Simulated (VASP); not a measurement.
## OsPdC4N4: single point with PBE

Crystal: OsPdC4N4.

```xyz
10
Lattice="5.8844 0.0000 0.0000 0.0000 5.8844 0.0000 0.0000 0.0000 5.8844" Properties=species:S:1:pos:R:3 pbc="T T T"
Pd    2.9422    2.9422    2.9422
Os    0.0000    0.0000    0.0000
C     1.0947    1.0947    1.0947
C     1.0947    4.7897    4.7897
C     4.7897    1.0947    4.7897
C     4.7897    4.7897    1.0947
N     1.7702    1.7702    1.7702
N     1.7702    4.1142    4.1142
N     4.1142    1.7702    4.1142
N     4.1142    4.1142    1.7702
```

```
Program                : VASP 6.6.1
Task                   : single point
Functional             : PBE
Potentials or basis    : VASP PAW PBE potentials, release 64 (Pd, Os, C, N)
Cutoff                 : 520 eV
k mesh                 : 4 × 4 × 4
Occupations            : gaussian, width 0.1 eV
Spin                   : collinear spin
Starting moments       : [0.0, 1.0, 0.0, 0.0, 0.0, 0.0, 0.0, 0.0, 0.0, 0.0] μB
Dipole correction      : no
Further INCAR settings : ALGO = Normal; EDIFF = 1e-07; NBANDS = 42
```

| Property | Result |
| --- | --- |
| Pressure | 5.0 GPa |
| Largest force | 1.759 eV/Å |
| Band gap on the k mesh | 0.36 eV (least direct gap 0.57 eV) |
| Net moment | 0.00 μB per cell |
| Valence electrons inside the program's atomic spheres | Pd 9.46; Os 7.91; C 2.66; N 3.85 |

Forces on the atoms (eV/Å):
```
Pd   0.000  0.000  0.000
Os   0.000  0.000  0.000
C   -0.728 -0.728 -0.728
C   -0.728  0.728  0.728
C    0.728 -0.728  0.728
C    0.728  0.728 -0.728
N    1.016  1.016  1.016
N    1.016 -1.016 -1.016
N   -1.016  1.016 -1.016
N   -1.016 -1.016  1.016
```

Levels at points of the mesh, in eV from the valence-band top:
Spin up:
| k point | band 23 | band 24 | band 25 | band 26 | band 27 | band 28 | band 29 | band 30 | band 31 | band 32 |
| --- | --- | --- | --- | --- | --- | --- | --- | --- | --- | --- |
| (0.00, 0.00, 0.00) | -0.73 | -0.73 | -0.64 | -0.64 | -0.64 | 0.36 | 0.36 | 0.36 | 4.76 | 4.76 |
| (0.50, 0.00, 0.00) | -1.61 | -1.56 | -0.80 | -0.80 | 0.00 | 0.57 | 0.78 | 0.78 | 4.51 | 4.51 |
| (0.50, 0.50, 0.00) | -1.61 | -1.54 | -0.64 | -0.64 | 0.00 | 0.63 | 0.66 | 0.66 | 4.56 | 4.56 |
| (0.50, 0.50, 0.50) | -0.66 | -0.66 | -0.44 | -0.44 | -0.44 | 0.39 | 0.39 | 0.39 | 4.65 | 4.65 |
Spin down:
```
           k point  band 24  band 25  band 26  band 27  band 28  band 29  band 30  band 31
(0.00, 0.00, 0.00)    -0.73    -0.64    -0.64    -0.64     0.36     0.36     0.36     4.76
(0.50, 0.00, 0.00)    -1.56    -0.80    -0.80     0.00     0.57     0.78     0.78     4.51
(0.50, 0.50, 0.00)    -1.54    -0.64    -0.64     0.00     0.63     0.66     0.66     4.56
(0.50, 0.50, 0.50)    -0.66    -0.44    -0.44    -0.44     0.39     0.39     0.39     4.65
```

Wall time 2.8 min on 1 thread of Intel(R) Xeon(R) Platinum 8559C (Emerald Rapids), on a shared host, peak memory 0.48 GiB.

Caveat: the cell stands under pressure; spin-orbit coupling is left out, which moves the levels of the heavy elements; forces of over 1 eV/Å act on the atoms, so gaps and moduli don't describe the material at rest. A k mesh can miss the band edges.
